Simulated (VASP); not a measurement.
# ZnH2: relaxation of cell and atoms with PBE

ZnH2:

```
CELL_PARAMETERS angstrom
2.83422 0.00000 0.00000
0.00000 2.83422 0.00000
0.00000 0.00000 4.68377
ATOMIC_POSITIONS crystal
Zn 0.00000 0.00000 0.50000
H 0.00000 0.50000 0.70156
H 0.50000 0.00000 0.29844
```

```
Program                : VASP 6.6.1
Task                   : relaxation of cell and atoms
Functional             : PBE
Potentials or basis    : VASP PAW PBE potentials, release 64 (Zn, H)
Cutoff                 : 600 eV
k mesh                 : 8 × 8 × 6
Occupations            : gaussian, width 0.02 eV
Spin                   : no spin polarisation
Dipole correction      : no
Further INCAR settings : ALGO = Normal; EDIFF = 1e-07; IBRION = 2; EDIFFG = -0.01; NSW = 100; ISIF = 3
```

* Relaxed volume: 12.79 Å³/atom
* Relaxed cell: a = 2.840 Å, b = 2.840 Å, c = 4.757 Å, α = 90.00°, β = 90.00°, γ = 90.00°
* Space group after relaxing (to 0.05 Å): P-4m2 (No. 115)
* Energy gained by relaxing: 0.2 meV/atom
* Ionic steps: 7
* Pressure after relaxing: 0.0 GPa
* Largest force after relaxing: 0.008 eV/Å
* Band gap on the k mesh: 2.88 eV, indirect (least direct gap 4.15 eV)

Forces on the atoms (eV/Å):
```
Zn   0.000  0.000  0.000
H    0.000  0.000 -0.008
H    0.000  0.000  0.008
```

Stress tensor (GPa, compression positive):
```
-0.05  0.00  0.00
 0.00 -0.05  0.00
 0.00  0.00  0.08
```

The path:
```tsv
step	energy change (eV)	largest force (eV/Å)	pressure (GPa)	volume (Å³)
1	0.0000	0.0111	0.26	37.62
2	-0.0001	0.0040	0.11	37.74
3	-0.0002	0.0139	0.01	37.81
4	-0.0002	0.0136	-0.01	37.84
5	-0.0003	0.0130	0.01	37.91
6	-0.0004	0.0115	-0.02	38.07
7	-0.0007	0.0083	-0.01	38.37
```

Final structure:
```
CELL_PARAMETERS angstrom
2.84013 0.00000 0.00000
0.00000 2.84013 0.00000
0.00000 0.00000 4.75692
ATOMIC_POSITIONS crystal
Zn 0.00000 0.00000 0.50000
H 0.00000 0.50000 0.69865
H 0.50000 0.00000 0.30136
```

Levels at points of the mesh, in eV from the valence-band top:
```csv
k point,band 5,band 6,band 7,band 8,band 9,band 10
"(0.00, 0.00, 0.00)",-5.17,-4.96,-1.26,5.66,11.50,12.45
"(0.50, 0.00, 0.00)",-5.14,-2.59,-2.28,4.00,6.66,10.08
"(0.50, 0.50, 0.00)",-4.82,-0.55,-0.55,3.99,7.82,9.43
"(0.00, 0.00, 0.50)",-5.17,-4.96,-2.33,8.83,10.19,12.69
"(0.50, 0.00, 0.50)",-5.14,-2.45,-2.10,2.88,5.06,14.09
"(0.50, 0.50, 0.50)",-4.82,-0.44,-0.44,4.37,7.85,8.40
```

Run time: 2.2 min on 1 thread of AMD EPYC 7R43 64-Core Processor (Zen 3), on a shared host, peak memory 0.15 GiB.

A k mesh can miss the band edges. Expect the measured gap to be larger: semilocal functionals such as PBE lack the derivative discontinuity.
